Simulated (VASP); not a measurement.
# TiO2 (P4_2/mnm) in VASP: single point with r2SCAN

Aim: the single point of TiO2 with r2SCAN.

Everything below comes from runs of VASP 6.6.1. Logs are shortened: lines on timing, memory, paths and dates and some standing lists are left out, and cuts for length are marked.

## (1) The cell of the first run

The structure is tetragonal, space group P4_2/mnm (No. 136). The conventional cell has a = 4.596 Å, b = 4.596 Å, c = 2.954 Å, α = 90.00°, β = 90.00°, γ = 90.00°. Ti (site symmetry mmm) has 6 O at 1.95 to 1.98 Å within 2.6 Å. O (site symmetry m2m) has 3 Ti at 1.95 to 1.98 Å and 1 O at 2.54 Å within 2.6 Å.

## (2) Single point, r2SCAN

Input file POSCAR:

```
TiO2
1.0
    4.5964475628      0.0000000000      0.0000000000
    0.0000000000      4.5964475628      0.0000000000
    0.0000000000      0.0000000000      2.9540545211
Ti O
2 4
Direct
    0.5000000000      0.5000000000      0.0000000000
    0.0000000000      0.0000000000      0.5000000000
    0.6953609386      0.6953609386      0.5000000000
    0.8046390614      0.1953609386      0.0000000000
    0.1953609386      0.8046390614      0.0000000000
    0.3046390614      0.3046390614      0.5000000000
```

Input file INCAR.step1:

```
  PREC = Accurate
  ENCUT = 520
  ISMEAR = 0
  SIGMA = 0.02
  LREAL = F
  LASPH = T
  NELM = 100
  NBANDS = 33
  GGA = PE
  ALGO = Normal
  EDIFF = 1E-4
  LWAVE = T
  LCHARG = F
```

Input file INCAR.step2:

```
  PREC = Accurate
  ENCUT = 520
  EDIFF = 1E-7
  ISMEAR = 0
  SIGMA = 0.02
  LREAL = F
  LASPH = T
  NELM = 100
  ALGO = Normal
  ISIF = 2
  LWAVE = F
  LCHARG = F
  METAGGA = R2SCAN
  LMIXTAU = T
  NBANDS = 33
  ISTART = 1
```

Input file KPOINTS:

```
Automatic mesh
0
Gamma
  6 6 10
```

Potentials or basis: VASP PAW PBE potentials, release 64 (Ti_sv, O).

The run is started by

```sh
$ cat potpaw_PBE.64/Ti_sv/POTCAR potpaw_PBE.64/O/POTCAR > POTCAR
$ cp INCAR.step1 INCAR
$ mpirun -np 1 vasp_std > vasp.out
$ cp INCAR.step2 INCAR
$ mpirun -np 1 vasp_std > vasp.out
```

OUTCAR:

```text
PREC = Accurate
   ENCUT = 520
   EDIFF = 1E-7
   ISMEAR = 0
   LREAL = F
   LASPH = T
   NELM = 100
   ISIF = 2
   METAGGA = R2SCAN
   ISTART = 1

 ion  position               nearest neighbor table
   1  0.500  0.500  0.000-   3 1.95   6 1.95   3 1.95   6 1.95   5 1.98   4 1.98
   2  0.000  0.000  0.500-   4 1.95   5 1.95   4 1.95   5 1.95   3 1.98   6 1.98
   3  0.695  0.695  0.500-   1 1.95   1 1.95   2 1.98
   4  0.805  0.195  0.000-   2 1.95   2 1.95   1 1.98
   5  0.195  0.805  0.000-   2 1.95   2 1.95   1 1.98
   6  0.305  0.305  0.500-   1 1.95   1 1.95   2 1.98

  LATTYP: Found a simple tetragonal cell.
 ALAT       =     4.5964475628
 C/A-ratio  =     0.6426820889

  Lattice vectors:

 A1 = (   4.5964475628,   0.0000000000,   0.0000000000)
 A2 = (   0.0000000000,   4.5964475628,   0.0000000000)
 A3 = (   0.0000000000,   0.0000000000,   2.9540545211)

Analysis of symmetry for initial positions (statically):
=====================================================================
 Subroutine PRICEL returns:
 Original cell was already a primitive cell.

 Routine SETGRP: Setting up the symmetry group for a
 simple tetragonal supercell.

 Subroutine GETGRP returns: Found 16 space group operations
 (whereof  8 operations were pure point group operations)
 out of a pool of 16 trial point group operations.

The static configuration has the point symmetry D_2h.
 The point group associated with its full space group is D_4h.

Analysis of symmetry for dynamics (positions and initial velocities):
=====================================================================
 Subroutine PRICEL returns:
 Original cell was already a primitive cell.

 Routine SETGRP: Setting up the symmetry group for a
 simple tetragonal supercell.

 Subroutine GETGRP returns: Found 16 space group operations
 (whereof  8 operations were pure point group operations)
 out of a pool of 16 trial point group operations.

The dynamic configuration has the point symmetry D_2h.
 The point group associated with its full space group is D_4h.

 Subroutine INISYM returns: Found 16 space group operations
 (whereof  8 operations are pure point group operations),
 and found     1 'primitive' translations

----------------------------------------------------------------------------------------

                                     Primitive cell

  volume of cell :      62.4113

  direct lattice vectors                    reciprocal lattice vectors
     4.596447563  0.000000000  0.000000000     0.217559319  0.000000000  0.000000000
     0.000000000  4.596447563  0.000000000     0.000000000  0.217559319  0.000000000
     0.000000000  0.000000000  2.954054521     0.000000000  0.000000000  0.338517787

  length of vectors
     4.596447563  4.596447563  2.954054521     0.217559319  0.217559319  0.338517787

  position of ions in fractional coordinates (direct lattice)
     0.500000000  0.500000000  0.000000000
     0.000000000  0.000000000  0.500000000
     0.695360939  0.695360939  0.500000000
     0.804639061  0.195360939  0.000000000
     0.195360939  0.804639061  0.000000000
     0.304639061  0.304639061  0.500000000

  ion indices of the primitive-cell ions
   primitive index   ion index
                 1           1
                 2           2
                 3           3
                 4           4
                 5           5
                 6           6

----------------------------------------------------------------------------------------

 KPOINTS: Automatic mesh

Automatic generation of k-mesh.
 Grid dimensions read from file:
 generate k-points for:    6    6   10

 Generating k-lattice:

  Cartesian coordinates                     Fractional coordinates (reciprocal lattice)
     0.036259886  0.000000000  0.000000000     0.166666667  0.000000000  0.000000000
     0.000000000  0.036259886  0.000000000     0.000000000  0.166666667  0.000000000
     0.000000000  0.000000000  0.033851779     0.000000000  0.000000000  0.100000000

  Length of vectors
     0.036259886  0.036259886  0.033851779

  Shift w.r.t. Gamma in fractional coordinates (k-lattice)
     0.000000000  0.000000000  0.000000000

 Subroutine IBZKPT returns following result:
 ===========================================

 Found     60 irreducible k-points:

 Following reciprocal coordinates:
            Coordinates               Weight
  0.000000  0.000000  0.000000      1.000000
  0.166667  0.000000  0.000000      4.000000
  0.333333  0.000000  0.000000      4.000000
  0.500000  0.000000  0.000000      2.000000
  0.166667  0.166667  0.000000      4.000000
  0.333333  0.166667  0.000000      8.000000
[... 16 lines left out ...]
  0.333333  0.000000  0.200000      8.000000
  0.500000  0.000000  0.200000      4.000000
 [... further k-points ...]
   k-points           NKPTS =     60   k-points in BZ     NKDIM =     60   number of bands    NBANDS=     33
   number of dos      NEDOS =    301   number of ions     NIONS =      6
   total plane-waves  NPLWV =  31104
   dimension x,y,z NGX =    36 NGY =   36 NGZ =   24
   dimension x,y,z NGXF=    72 NGYF=   72 NGZF=   48
   ions per type =               2   4
   NGX,Y,Z   is equivalent  to a cutoff of  13.02, 13.02, 13.51 a.u.
   NGXF,Y,Z  is equivalent  to a cutoff of  26.04, 26.04, 27.01 a.u.
 SYSTEM =  unknown system
   PREC   = accura    normal or accurate (medium, high low for compatibility)
   ISTART =      1    job   : 0-new  1-cont  2-samecut
   ICHARG =      0    charge: 1-file 2-atom 10-const
   ISPIN  =      1    spin polarized calculation?
   LNONCOLLINEAR =      F non collinear calculations
   LSORBIT =      F    spin-orbit coupling
   LASPH  =      T    aspherical Exc in radial PAW
   ENCUT  =  520.0 eV  38.22 Ry    6.18 a.u.   8.55  8.55  5.49*2*pi/ulx,y,z
   NELM   =    100;   NELMIN=  2; NELMDL=  0     # of ELM steps
   EDIFF  = 0.1E-06   stopping-criterion for ELM
   LREAL  =      F    real-space projection
   EDIFFG = 0.1E-05   stopping-criterion for IOM
   NSW    =      0    number of steps for IOM
   IBRION =     -1    ionic relax: 0-MD 1-quasi-New 2-CG
   NFREE  =      0    steps in history (QN), initial steepest desc. (CG)
   ISIF   =      2    stress and relaxation
   ISYM   =      2    0-nonsym 1-usesym 2-fastsym
   POTIM  = 0.5000    time-step for ionic-motion
   TEBEG  =    0.0;   TEEND  =   0.0 temperature during run
   PSTRESS=    0.0 pullay stress
   NELECT =      48.0000    total number of electrons
   NUPDOWN=      -1.0000    fix difference up-down
   EMIN   =  10.00;   EMAX   =-10.00  energy-range for DOS
   EFERMI =   0.00;   METHOD = LEGACY
   ISMEAR =     0;   SIGMA  =   0.02  broadening in eV -4-tet -1-fermi 0-gaus
   EFERMI_NEDOS =   21; number of points for ismear=-14 and -15
   IALGO  =     38    algorithm
   IMIX   =      4    mixing-type and parameters
     AMIX     =   0.40;   BMIX     =  1.00
     AMIX_MAG =   1.60;   BMIX_MAG =  1.00
  volume/ion in A,a.u.               =      10.40        70.20
  Fermi-wavevector in a.u.,A,eV,Ry     =   1.499918  2.834434 30.609764  2.249754
  Thomas-Fermi vector in A             =   2.611486
   LORBIT       =      0    0 simple, 1 ext, 2 COOP (PROOUT), +10 PAW based schemes
   METAGGA = R2SCAN    functional components
   LHFCALC =     F    Hartree Fock is set to
   AEXX    =    0.0000 exact exchange contribution
   IVDW    =     0    specifies the selected vdW correction
   LEPSILON=     F    determine dielectric tensor
   LRPA    =     F    only Hartree local field effects (RPA)
 non-spin polarized calculation
 Gauss-broadening in eV      SIGMA  =   0.02
  energy-cutoff  :      520.00
  volume of cell :       62.41
 maximum number of plane-waves:      1720
 NGX is ok and might be reduce to    36
   NGX = 17   NGY = 17   NGZ = 11

 number of electron      48.0000021 magnetization

 Free energy of the ion-electron system (eV)
  ---------------------------------------------------
  ext. energy  EPLUGINS =         0.00000000
  ---------------------------------------------------
  free energy    TOTEN  =       -69.79424679 eV

  energy without entropy =      -69.79424679  energy(sigma->0) =      -69.79424679

 E-fermi :   4.7022     XC(G=0): -12.1568

 val. band max:        4.5443125328   @ k =   0.0000   0.0000   0.0000
 cond. band min:       6.7735409263   @ k =   0.0000   0.0000   0.0000
 fundamental gap:      2.2292283934
 Fermi energy:         4.7021553772

 k-point     1 :       0.0000    0.0000    0.0000
  band No.  band energies     occupation
      1     -54.5984      2.00000
      2     -54.5805      2.00000
      3     -29.8651      2.00000
      4     -29.8651      2.00000
      5     -29.6867      2.00000
      6     -29.6867      2.00000
[... 25 lines left out ...]
     32      11.5309      0.00000
     33      11.5309      0.00000

 k-point     2 :       0.1667    0.0000    0.0000
  band No.  band energies     occupation
      1     -54.5972      2.00000
      2     -54.5817      2.00000
      3     -29.8556      2.00000
      4     -29.8548      2.00000
      5     -29.6982      2.00000
      6     -29.6973      2.00000
[... 25 lines left out ...]
     32      11.4324      0.00000
     33      11.4530      0.00000

 k-point     3 :       0.3333    0.0000    0.0000
  band No.  band energies     occupation
      1     -54.5939      2.00000
      2     -54.5850      2.00000
      3     -29.8303      2.00000
      4     -29.8282      2.00000
      5     -29.7270      2.00000
      6     -29.7247      2.00000
[... 25 lines left out ...]
     32      11.2345      0.00000
     33      11.2742      0.00000

 k-point     4 :       0.5000    0.0000    0.0000
  band No.  band energies     occupation
      1     -54.5894      2.00000
      2     -54.5894      2.00000
      3     -29.8083      2.00000
      4     -29.8083      2.00000
      5     -29.7478      2.00000
      6     -29.7478      2.00000
[... 25 lines left out ...]
     32      11.0002      0.00000
     33      11.1527      0.00000

 k-point     5 :       0.1667    0.1667    0.0000
  band No.  band energies     occupation
      1     -54.5961      2.00000
      2     -54.5827      2.00000
      3     -29.8682      2.00000
      4     -29.8268      2.00000
      5     -29.7277      2.00000
      6     -29.6848      2.00000
[... 604 lines left out ...]
 k-point    22 :       0.1667    0.0000    0.2000
  band No.  band energies     occupation
      1     -54.5815      2.00000
      2     -54.5689      2.00000
      3     -29.8291      2.00000
      4     -29.8136      2.00000
      5     -29.7927      2.00000
      6     -29.7880      2.00000
[... 25 lines left out ...]
     32      10.8158      0.00000
     33      11.0182      0.00000

 k-point    23 :       0.3333    0.0000    0.2000
  band No.  band energies     occupation
      1     -54.5788      2.00000
      2     -54.5716      2.00000
      3     -29.8306      2.00000
      4     -29.8097      2.00000
      5     -29.7846      2.00000
      6     -29.7698      2.00000
[... 25 lines left out ...]
     32      10.4089      0.00000
     33      11.0254      0.00000

 k-point    24 :       0.5000    0.0000    0.2000
  band No.  band energies     occupation
      1     -54.5752      2.00000
      2     -54.5752      2.00000
      3     -29.8220      2.00000
      4     -29.8220      2.00000
      5     -29.7651      2.00000
      6     -29.7651      2.00000
[... 25 lines left out ...]
     32      10.2075      0.00000
     33      11.4320      0.00000

 [... further k-points ...]

------------------------ aborting loop because EDIFF is reached ----------------------------------------

  FORCE on cell =-STRESS in cart. coord.  units (eV):
  Direction    XX          YY          ZZ          XY          YZ          ZX
  --------------------------------------------------------------------------------------
  -------------------------------------------------------------------------------------
  Total        0.4064960      0.4064960      0.6575093      0.0000000      0.0000000      0.0000000
  in kB       10.4352711     10.4352711     16.8791039      0.0000000      0.0000000      0.0000000
  external PRESSURE =      12.5832153 kB  Pullay stress =       0.0000000 kB

 VOLUME and BASIS-vectors are now :
 -----------------------------------------------------------------------------
  energy-cutoff  :      520.00
  volume of cell :       62.41
      direct lattice vectors                 reciprocal lattice vectors
     4.596447563  0.000000000  0.000000000     0.217559319  0.000000000  0.000000000
     0.000000000  4.596447563  0.000000000     0.000000000  0.217559319  0.000000000
     0.000000000  0.000000000  2.954054521     0.000000000  0.000000000  0.338517787

 POSITION                                       TOTAL-FORCE (eV/Angst)
 -----------------------------------------------------------------------------------
      2.29822      2.29822      0.00000         0.000000      0.000000      0.000000
      0.00000      0.00000      1.47703         0.000000      0.000000      0.000000
      3.19619      3.19619      1.47703         0.026327      0.026327     -0.000000
      3.69848      0.89797      0.00000        -0.026327      0.026327     -0.000000
      0.89797      3.69848      0.00000         0.026327     -0.026327      0.000000
      1.40026      1.40026      1.47703        -0.026327     -0.026327      0.000000
 -----------------------------------------------------------------------------------
    total drift:                                0.000000      0.000000      0.000000

  FREE ENERGIE OF THE ION-ELECTRON SYSTEM (eV)
  ---------------------------------------------------
  free  energy   TOTEN  =       -69.7942467950 eV

  energy  without entropy=      -69.7942467950  energy(sigma->0) =      -69.79424679
```

Wall time 3 min (1 thread of Intel Xeon 6975P-C (Granite Rapids), shared host); peak memory 0.23 GiB.

Results:

- Free energy: -69.7942 eV
- Pressure: 1.3 GPa
- Largest force: 0.037 eV/Å
- Band gap on the k mesh: 2.23 eV, direct

Forces in eV/Å, atoms in the order of the input:
```
Ti   0.000  0.000  0.000
Ti   0.000  0.000  0.000
O    0.026  0.026  0.000
O   -0.026  0.026  0.000
O    0.026 -0.026  0.000
O   -0.026 -0.026  0.000
```

Stress tensor (GPa, compression positive):
```
1.04 0.00 0.00
0.00 1.04 0.00
0.00 0.00 1.69
```

Caveat: the PAW data sets were made with another functional, which shifts forces and pressure a little.
